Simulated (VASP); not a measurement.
# ZnSe (F-43m) in VASP: further runs

The runs below take ZnSe through single point, with r2SCAN, PBE, HSE06.

Program: VASP 6.6.1. These are calculated values, not measurements. Logs are shortened: lines on timing, memory, paths and dates and some standing lists are left out, and cuts for length are marked.

## (1) The cell of the first run

The structure is cubic, space group F-43m (No. 216). The conventional cell has a = 5.665 Å, b = 5.665 Å, c = 5.665 Å, α = 90.00°, β = 90.00°, γ = 90.00°. Within 3.2 Å of Zn (site symmetry -43m) lie 4 Se at 2.45 Å. Within 3.2 Å of Se (site symmetry -43m) lie 4 Zn at 2.45 Å.

## (2) Single point, r2SCAN

The input, POSCAR:

```
ZnSe
1.0
    0.0000000000      2.8324206815      2.8324206815
    2.8324206815      0.0000000000      2.8324206815
    2.8324206815      2.8324206815      0.0000000000
Zn Se
1 1
Direct
    0.0000000000      0.0000000000      0.0000000000
    0.2500000000      0.2500000000      0.2500000000
```

The input, INCAR.step1:

```
SYSTEM = ZnSe
ALGO = Normal
EDIFF = 1E-4
ENCUT = 520
GGA = PE
ISMEAR = 0
LASPH = .TRUE.
LCHARG = .FALSE.
LREAL = .FALSE.
LWAVE = .TRUE.
NBANDS = 16
NELM = 60
PREC = Accurate
SIGMA = 0.01
```

The input, INCAR.step2:

```
SYSTEM = ZnSe
ALGO = Normal
EDIFF = 1E-6
ENCUT = 520
ISIF = 2
ISMEAR = 0
ISTART = 1
LASPH = .TRUE.
LCHARG = .FALSE.
LMIXTAU = .TRUE.
LREAL = .FALSE.
LWAVE = .FALSE.
METAGGA = R2SCAN
NBANDS = 16
NELM = 60
PREC = Accurate
SIGMA = 0.01
```

The input, KPOINTS:

```
k-points
0
G
  4 4 4
  0 0 0
```

Potentials or basis: VASP PAW PBE potentials, release 64 (Zn, Se).

Launch:

```bash
$ cat potpaw_PBE.64/Zn/POTCAR potpaw_PBE.64/Se/POTCAR > POTCAR
$ cp INCAR.step1 INCAR
$ mpirun -np 1 vasp_std > vasp.out
$ cp INCAR.step2 INCAR
$ mpirun -np 1 vasp_std > vasp.out
```

OUTCAR:

```text
SYSTEM = ZnSe
   EDIFF = 1E-6
   ENCUT = 520
   ISIF = 2
   ISMEAR = 0
   ISTART = 1
   LASPH = .TRUE.
   LREAL = .FALSE.
   METAGGA = R2SCAN
   NELM = 60
   PREC = Accurate

 ion  position               nearest neighbor table
   1  0.000  0.000  0.000-   2 2.45   2 2.45   2 2.45   2 2.45
   2  0.250  0.250  0.250-   1 2.45   1 2.45   1 2.45   1 2.45

  LATTYP: Found a face centered cubic cell.
 ALAT       =     5.6648413630

  Lattice vectors:

 A1 = (   0.0000000000,   2.8324206815,   2.8324206815)
 A2 = (   2.8324206815,   0.0000000000,   2.8324206815)
 A3 = (   2.8324206815,   2.8324206815,   0.0000000000)

Analysis of symmetry for initial positions (statically):
=====================================================================
 Subroutine PRICEL returns:
 Original cell was already a primitive cell.

 Routine SETGRP: Setting up the symmetry group for a
 face centered cubic supercell.

 Subroutine GETGRP returns: Found 24 space group operations
 (whereof 24 operations were pure point group operations)
 out of a pool of 48 trial point group operations.

The static configuration has the point symmetry T_d .

Analysis of symmetry for dynamics (positions and initial velocities):
=====================================================================
 Subroutine PRICEL returns:
 Original cell was already a primitive cell.

 Routine SETGRP: Setting up the symmetry group for a
 face centered cubic supercell.

 Subroutine GETGRP returns: Found 24 space group operations
 (whereof 24 operations were pure point group operations)
 out of a pool of 48 trial point group operations.

The dynamic configuration has the point symmetry T_d .

 Subroutine INISYM returns: Found 24 space group operations
 (whereof 24 operations are pure point group operations),
 and found     1 'primitive' translations

----------------------------------------------------------------------------------------

                                     Primitive cell

  volume of cell :      45.4468

  direct lattice vectors                    reciprocal lattice vectors
     0.000000000  2.832420681  2.832420681    -0.176527450  0.176527450  0.176527450
     2.832420681  0.000000000  2.832420681     0.176527450 -0.176527450  0.176527450
     2.832420681  2.832420681  0.000000000     0.176527450  0.176527450 -0.176527450

  length of vectors
     4.005647742  4.005647742  4.005647742     0.305754512  0.305754512  0.305754512

  position of ions in fractional coordinates (direct lattice)
     0.000000000  0.000000000  0.000000000
     0.250000000  0.250000000  0.250000000

  ion indices of the primitive-cell ions
   primitive index   ion index
                 1           1
                 2           2

----------------------------------------------------------------------------------------

 KPOINTS: k-points

Automatic generation of k-mesh.
 Grid dimensions read from file:
 generate k-points for:    4    4    4

 Generating k-lattice:

  Cartesian coordinates                     Fractional coordinates (reciprocal lattice)
    -0.044131862  0.044131862  0.044131862     0.250000000  0.000000000  0.000000000
     0.044131862 -0.044131862  0.044131862     0.000000000  0.250000000  0.000000000
     0.044131862  0.044131862 -0.044131862     0.000000000  0.000000000  0.250000000

  Length of vectors
     0.076438628  0.076438628  0.076438628

  Shift w.r.t. Gamma in fractional coordinates (k-lattice)
     0.000000000  0.000000000  0.000000000

 Subroutine IBZKPT returns following result:
 ===========================================

 Found      8 irreducible k-points:

 Following reciprocal coordinates:
            Coordinates               Weight
  0.000000  0.000000  0.000000      1.000000
  0.250000  0.000000  0.000000      8.000000
  0.500000  0.000000  0.000000      4.000000
  0.250000  0.250000  0.000000      6.000000
  0.500000  0.250000  0.000000     24.000000
 -0.250000  0.250000  0.000000     12.000000
  0.500000  0.500000  0.000000      3.000000
 -0.250000  0.500000  0.250000      6.000000
   k-points           NKPTS =      8   k-points in BZ     NKDIM =      8   number of bands    NBANDS=     16
   number of dos      NEDOS =    301   number of ions     NIONS =      2
   total plane-waves  NPLWV =  27000
   dimension x,y,z NGX =    30 NGY =   30 NGZ =   30
   dimension x,y,z NGXF=    60 NGYF=   60 NGZF=   60
   ions per type =               1   1
   NGX,Y,Z   is equivalent  to a cutoff of  12.45, 12.45, 12.45 a.u.
   NGXF,Y,Z  is equivalent  to a cutoff of  24.90, 24.90, 24.90 a.u.
 SYSTEM =  ZnSe
   PREC   = accura    normal or accurate (medium, high low for compatibility)
   ISTART =      1    job   : 0-new  1-cont  2-samecut
   ICHARG =      0    charge: 1-file 2-atom 10-const
   ISPIN  =      1    spin polarized calculation?
   LNONCOLLINEAR =      F non collinear calculations
   LSORBIT =      F    spin-orbit coupling
   LASPH  =      T    aspherical Exc in radial PAW
   ENCUT  =  520.0 eV  38.22 Ry    6.18 a.u.   7.45  7.45  7.45*2*pi/ulx,y,z
   NELM   =     60;   NELMIN=  2; NELMDL=  0     # of ELM steps
   EDIFF  = 0.1E-05   stopping-criterion for ELM
   LREAL  =      F    real-space projection
   EDIFFG = 0.1E-04   stopping-criterion for IOM
   NSW    =      0    number of steps for IOM
   IBRION =     -1    ionic relax: 0-MD 1-quasi-New 2-CG
   NFREE  =      0    steps in history (QN), initial steepest desc. (CG)
   ISIF   =      2    stress and relaxation
   ISYM   =      2    0-nonsym 1-usesym 2-fastsym
   POTIM  = 0.5000    time-step for ionic-motion
   TEBEG  =    0.0;   TEEND  =   0.0 temperature during run
   PSTRESS=    0.0 pullay stress
   NELECT =      18.0000    total number of electrons
   NUPDOWN=      -1.0000    fix difference up-down
   EMIN   =  10.00;   EMAX   =-10.00  energy-range for DOS
   EFERMI =   0.00;   METHOD = LEGACY
   ISMEAR =     0;   SIGMA  =   0.01  broadening in eV -4-tet -1-fermi 0-gaus
   EFERMI_NEDOS =   21; number of points for ismear=-14 and -15
   IALGO  =     38    algorithm
   IMIX   =      4    mixing-type and parameters
     AMIX     =   0.40;   BMIX     =  1.00
     AMIX_MAG =   1.60;   BMIX_MAG =  1.00
  volume/ion in A,a.u.               =      22.72       153.35
  Fermi-wavevector in a.u.,A,eV,Ry     =   1.202259  2.271939 19.666213  1.445426
  Thomas-Fermi vector in A             =   2.338045
   LORBIT       =      0    0 simple, 1 ext, 2 COOP (PROOUT), +10 PAW based schemes
   METAGGA = R2SCAN    functional components
   LHFCALC =     F    Hartree Fock is set to
   AEXX    =    0.0000 exact exchange contribution
   IVDW    =     0    specifies the selected vdW correction
   LEPSILON=     F    determine dielectric tensor
   LRPA    =     F    only Hartree local field effects (RPA)
 non-spin polarized calculation
 Gauss-broadening in eV      SIGMA  =   0.01
  energy-cutoff  :      520.00
  volume of cell :       45.45
 maximum number of plane-waves:      1243
 NGX is ok and might be reduce to    30
   NGX = 15   NGY = 15   NGZ = 15

 number of electron      18.0000011 magnetization

 Free energy of the ion-electron system (eV)
  ---------------------------------------------------
  ext. energy  EPLUGINS =         0.00000000
  ---------------------------------------------------
  free energy    TOTEN  =       -24.85150081 eV

  energy without entropy =      -24.85150081  energy(sigma->0) =      -24.85150081

 E-fermi :   1.4243     XC(G=0):  -9.9171

 val. band max:        1.3362481917   @ k =   0.0000   0.0000   0.0000
 cond. band min:       3.1995630624   @ k =   0.0000   0.0000   0.0000
 fundamental gap:      1.8633148707
 Fermi energy:         1.4242740334

 k-point     1 :       0.0000    0.0000    0.0000
  band No.  band energies     occupation
      1     -12.3814      2.00000
      2      -5.3876      2.00000
      3      -5.3876      2.00000
      4      -5.3876      2.00000
      5      -4.9811      2.00000
      6      -4.9811      2.00000
      7       1.3362      2.00000
      8       1.3362      2.00000
      9       1.3362      2.00000
     10       3.1996      0.00000
     11       7.6356      0.00000
     12       7.6358      0.00000
     13       7.6358      0.00000
     14      11.9087      0.00000
     15      13.3527      0.00000
     16      13.3527      0.00000

 k-point     2 :       0.2500    0.0000    0.0000
  band No.  band energies     occupation
      1     -12.0050      2.00000
      2      -5.3335      2.00000
      3      -5.3335      2.00000
      4      -5.3155      2.00000
      5      -4.9811      2.00000
      6      -4.9810      2.00000
      7      -1.7094      2.00000
      8       0.8512      2.00000
      9       0.8512      2.00000
     10       4.6030      0.00000
     11       8.2757      0.00000
     12       8.2759      0.00000
     13       8.4196      0.00000
     14      12.3265      0.00000
     15      12.3265      0.00000
     16      12.6388      0.00000

 k-point     3 :       0.5000    0.0000    0.0000
  band No.  band energies     occupation
      1     -11.5612      2.00000
      2      -5.2922      2.00000
      3      -5.2922      2.00000
      4      -4.9636      2.00000
      5      -4.9635      2.00000
      6      -4.8245      2.00000
      7      -3.9840      2.00000
      8       0.4495      2.00000
      9       0.4495      2.00000
     10       4.3784      0.00000
     11       8.1845      0.00000
     12       8.1846      0.00000
     13      10.3977      0.00000
     14      13.0331      0.00000
     15      15.1432      0.00000
     16      15.1433      0.00000

 k-point     4 :       0.2500    0.2500    0.0000
  band No.  band energies     occupation
      1     -11.8784      2.00000
      2      -5.3879      2.00000
      3      -5.2708      2.00000
      4      -5.2708      2.00000
      5      -5.0070      2.00000
      6      -4.9560      2.00000
      7      -1.5130      2.00000
      8       0.0614      2.00000
      9       0.0614      2.00000
     10       5.6915      0.00000
     11       5.8272      0.00000
     12       9.9511      0.00000
     13       9.9512      0.00000
     14      10.1281      0.00000
     15      14.2581      0.00000
     16      15.8706      0.00000

 k-point     5 :       0.5000    0.2500    0.0000
  band No.  band energies     occupation
      1     -11.4306      2.00000
      2      -5.2893      2.00000
      3      -5.2074      2.00000
      4      -5.0913      2.00000
      5      -4.9537      2.00000
      6      -4.8417      2.00000
      7      -3.3188      2.00000
      8      -1.1442      2.00000
      9      -0.2909      2.00000
     10       5.5046      0.00000
     11       7.3907      0.00000
     12       9.4244      0.00000
     13      10.2337      0.00000
     14      13.1053      0.00000
     15      15.2999      0.00000
     16      16.2162      0.00000

 k-point     6 :      -0.2500    0.2500    0.0000
  band No.  band energies     occupation
      1     -11.5810      2.00000
      2      -5.2778      2.00000
      3      -5.2635      2.00000
      4      -5.1063      2.00000
      5      -4.9932      2.00000
      6      -4.9349      2.00000
      7      -2.8421      2.00000
      8      -1.2466      2.00000
      9       0.4077      2.00000
     10       5.9877      0.00000
     11       8.1628      0.00000
     12       8.6725      0.00000
     13       9.1835      0.00000
     14      11.7230      0.00000
     15      14.0914      0.00000
     16      16.1897      0.00000

 k-point     7 :       0.5000    0.5000    0.0000
  band No.  band energies     occupation
      1     -11.2818      2.00000
      2      -5.3283      2.00000
      3      -5.1206      2.00000
      4      -5.1206      2.00000
      5      -4.9309      2.00000
      6      -4.8002      2.00000
      7      -3.4736      2.00000
      8      -0.9048      2.00000
      9      -0.9047      2.00000
     10       4.6489      0.00000
     11       5.1934      0.00000
     12      12.8512      0.00000
     13      13.4032      0.00000
     14      13.4034      0.00000
     15      15.9209      0.00000
     16      16.4455      0.00000

 k-point     8 :      -0.2500    0.5000    0.2500
  band No.  band energies     occupation
      1     -11.2766      2.00000
      2      -5.2547      2.00000
      3      -5.1651      2.00000
      4      -5.0178      2.00000
      5      -5.0143      2.00000
      6      -4.6789      2.00000
      7      -3.3919      2.00000
      8      -1.4966      2.00000
      9      -1.3802      2.00000
     10       7.1537      0.00000
     11       7.4125      0.00000
     12       8.9164      0.00000
     13       9.5293      0.00000
     14      13.9051      0.00000
     15      15.7953      0.00000
     16      16.2538      0.00000

------------------------ aborting loop because EDIFF is reached ----------------------------------------

  FORCE on cell =-STRESS in cart. coord.  units (eV):
  Direction    XX          YY          ZZ          XY          YZ          ZX
  --------------------------------------------------------------------------------------
  -------------------------------------------------------------------------------------
  Total        0.1247556      0.1247556      0.1247556     -0.0000000      0.0000000      0.0000000
  in kB        4.3981236      4.3981236      4.3981236     -0.0000000      0.0000000      0.0000000
  external PRESSURE =       4.3981236 kB  Pullay stress =       0.0000000 kB

 VOLUME and BASIS-vectors are now :
 -----------------------------------------------------------------------------
  energy-cutoff  :      520.00
  volume of cell :       45.45
      direct lattice vectors                 reciprocal lattice vectors
     0.000000000  2.832420681  2.832420681    -0.176527450  0.176527450  0.176527450
     2.832420681  0.000000000  2.832420681     0.176527450 -0.176527450  0.176527450
     2.832420681  2.832420681  0.000000000     0.176527450  0.176527450 -0.176527450

 POSITION                                       TOTAL-FORCE (eV/Angst)
 -----------------------------------------------------------------------------------
      0.00000      0.00000      0.00000        -0.000000     -0.000000     -0.000000
      1.41621      1.41621      1.41621         0.000000      0.000000      0.000000
 -----------------------------------------------------------------------------------
    total drift:                                0.000022      0.000022      0.000022

  FREE ENERGIE OF THE ION-ELECTRON SYSTEM (eV)
  ---------------------------------------------------
  free  energy   TOTEN  =       -24.8515008083 eV

  energy  without entropy=      -24.8515008083  energy(sigma->0) =      -24.85150081
```

Wall time 92 s (1 thread of AMD EPYC 7R13, shared host); peak memory 0.14 GiB.

What came out:

```
Free energy            : -24.8515 eV
Pressure               : 0.4 GPa
Band gap on the k mesh : 1.86 eV, direct
```

Caveat: the k points lie up to 0.48 Å⁻¹ apart; the PAW data sets were made with another functional, which shifts forces and pressure a little.

## (3) Single point, PBE

The input, INCAR:

```
SYSTEM = ZnSe
ALGO = Normal
EDIFF = 1E-7
ENCUT = 520
GGA = PE
ISIF = 2
ISMEAR = 0
LASPH = .True.
LCHARG = .False.
LREAL = .False.
LWAVE = .False.
NBANDS = 16
NELM = 80
PREC = Accurate
SIGMA = 0.01
```

The input, KPOINTS:

```
k-points
0
Gamma
  6 6 6
  0 0 0
```

POSCAR is that of step 2.

Potentials or basis: VASP PAW PBE potentials, release 64 (Zn, Se).

Launch:

```bash
$ cat potpaw_PBE.64/Zn/POTCAR potpaw_PBE.64/Se/POTCAR > POTCAR
$ mpirun -np 1 vasp_std > vasp.out
```

Run time: 32 s. Hardware: 1 thread of AMD EPYC 7R13, shared host; peak memory 0.14 GiB.

The run converged. Its results:

- Free energy: -6.0139 eV
- Pressure: 2.5 GPa
- Band gap on the k mesh: 1.29 eV, direct

Levels at points of the mesh, in eV from the valence-band top:
```
           k point  band 6  band 7  band 8  band 9  band 10  band 11  band 12  band 13
(0.00, 0.00, 0.00)   -6.18    0.00    0.00    0.00     1.29     5.80     5.80     5.80
(0.50, 0.00, 0.00)   -6.02   -5.24   -0.87   -0.87     2.54     6.38     6.38     8.58
(0.50, 0.50, 0.00)   -6.00   -4.76   -2.19   -2.19     2.98     3.46    10.75    11.26
```

(Continued in part 2 of 2.)
